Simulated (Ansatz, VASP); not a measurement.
## CaC2: VASP beside Ansatz

```
CELL_PARAMETERS angstrom
-1.83758 1.83758 3.20211
1.83758 -1.83758 3.20211
1.83758 1.83758 -3.20211
ATOMIC_POSITIONS crystal
Ca 0.00000 0.00000 0.00000
C 0.59789 0.59789 0.00000
C 0.40211 0.40211 0.00000
```

Change from the starting cell: strain -0.050 along x and y, +0.000 along z, atoms carried along.

Alike in both runs: task single point; functional LDA; k mesh 10 × 10 × 10; occupations gaussian, width 0.05 eV; no spin polarisation.

|  | VASP | Ansatz |
| --- | --- | --- |
| version | VASP 6.6.1 | Ansatz 0.2.0 |
| potentials or method | VASP PAW LDA potentials, release 64 (Ca_sv, C), cutoff 520 eV | scalar-relativistic, plane waves, PAW |
| valence electrons in the cell | 18 | 18 |

```tsv
	VASP	Ansatz	Ansatz less VASP
gap on the k mesh at the Fermi level (eV)	0.62	0.63	+0.014
least direct gap on the mesh (eV)	1.85	1.86	+0.013
pressure (GPa)	1.3	0.8	-0.52
traceless stress, the component that is largest in VASP (GPa)	-5.10	-5.37	-0.271
rms of the force components (eV/Å)	0.004	0.042	+0.0381
```

LDA's correlation is that of Perdew and Zunger in VASP and of Perdew and Wang (1992) in Ansatz. Atom by atom the forces differ by 0.045 eV/Å (rms over components).
